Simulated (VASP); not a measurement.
**WS2 (e600): single point with PBE+D3(BJ)**

Crystal: WS2 (e600).

```
CELL_PARAMETERS angstrom
3.15402 0.00000 0.00000
-1.57701 2.73146 0.00000
0.00000 0.00000 12.13974
ATOMIC_POSITIONS crystal
W 0.33333 0.66667 0.25000
W 0.66667 0.33333 0.75000
S 0.33333 0.66667 0.62028
S 0.66667 0.33333 0.12028
S 0.33333 0.66667 0.87972
S 0.66667 0.33333 0.37972
```

```
Program                : VASP 6.6.1
Task                   : single point
Functional             : PBE
Dispersion             : D3(BJ)
Potentials or basis    : VASP PAW PBE potentials, release 64 (W_sv, S)
Cutoff                 : 520 eV
k mesh                 : 12 × 12 × 4
Occupations            : gaussian, width 0.02 eV
Spin                   : no spin polarisation
Dipole correction      : no
Further INCAR settings : ALGO = Normal; EDIFF = 1e-06; NBANDS = 35
```

| Quantity | Value |
| --- | --- |
| Pressure | 0.0 GPa |
| Band gap on the k mesh | 0.91 eV, indirect (least direct gap 1.83 eV) |
| Dispersion energy per atom | -0.435 eV |

Forces on the atoms (eV/Å):
```
W    0.000  0.000  0.000
W    0.000  0.000  0.000
S    0.000  0.000 -0.003
S    0.000  0.000 -0.003
S    0.000  0.000  0.003
S    0.000  0.000  0.003
```

Levels at points of the mesh, in eV from the valence-band top:
| k point | band 23 | band 24 | band 25 | band 26 | band 27 | band 28 | band 29 | band 30 |
| --- | --- | --- | --- | --- | --- | --- | --- | --- |
| (0.00, 0.00, 0.00) | -2.20 | -1.42 | -1.28 | 0.00 | 2.26 | 2.26 | 2.28 | 2.28 |
| (0.50, 0.00, 0.00) | -2.03 | -1.78 | -1.78 | -1.56 | 2.29 | 2.34 | 2.55 | 2.88 |
| (0.00, 0.00, 0.50) | -2.24 | -2.24 | -0.31 | -0.31 | 2.25 | 2.25 | 2.25 | 2.25 |
| (0.50, 0.00, 0.50) | -1.90 | -1.90 | -1.65 | -1.65 | 2.31 | 2.31 | 2.74 | 2.74 |

It took 2.3 min on 1 thread of Intel(R) Xeon(R) Platinum 8375C CPU @ 2.90GHz (Ice Lake), on a shared host, peak memory 0.33 GiB.

Caveat: spin-orbit coupling is left out, which moves the levels of the heavy elements. A k mesh can miss the band edges.
